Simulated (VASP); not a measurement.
## Al: single point with r2SCAN+D4

The system is Al.

```xyz
2
Lattice="2.8125 0.0000 0.0000 -1.4062 2.4357 0.0000 0.0000 0.0000 4.8669" Properties=species:S:1:pos:R:3 pbc="T T T"
Al    1.4062    0.8119    3.6501
Al    0.0000    1.6238    1.2167
```

- Program: VASP 6.6.1
- Task: single point
- Functional: r2SCAN
- Dispersion: D4
- Potentials or basis: VASP PAW PBE potentials, release 64 (Al)
- Cutoff: 520 eV
- k mesh: 9 × 9 × 5
- Occupations: fermi-dirac, width 0.05 eV
- Spin: no spin polarisation
- Dipole correction: no
- Further INCAR settings: ALGO = Normal; EDIFF = 1e-07; NBANDS = 10

* Pressure: -4.0 GPa
* Band gap on the k mesh: zero (band 3 reaches 10.21 eV, above the bottom of band 4 at 5.34 eV)
* Dispersion energy per atom: -0.117 eV

Stress tensor (GPa, compression positive):
```
-3.97  0.00  0.00
 0.00 -3.97  0.00
 0.00  0.00 -4.13
```

Levels at points of the mesh, in eV from the Fermi level:
```csv
k point,band 1,band 2,band 3,band 4,band 5,band 6,band 7,band 8
"(0.00, 0.00, 0.00)",-11.83,-5.33,-5.31,11.73,12.19,12.19,12.30,12.30
```

It took 30 s on 1 thread of Intel(R) Xeon(R) Platinum 8488C (Sapphire Rapids), with other jobs on the host, peak memory 0.15 GiB.

Caveat: the PAW data sets were made with another functional, which shifts forces and pressure a little; pairwise dispersion overbinds metals, which lowers pressure and volume.
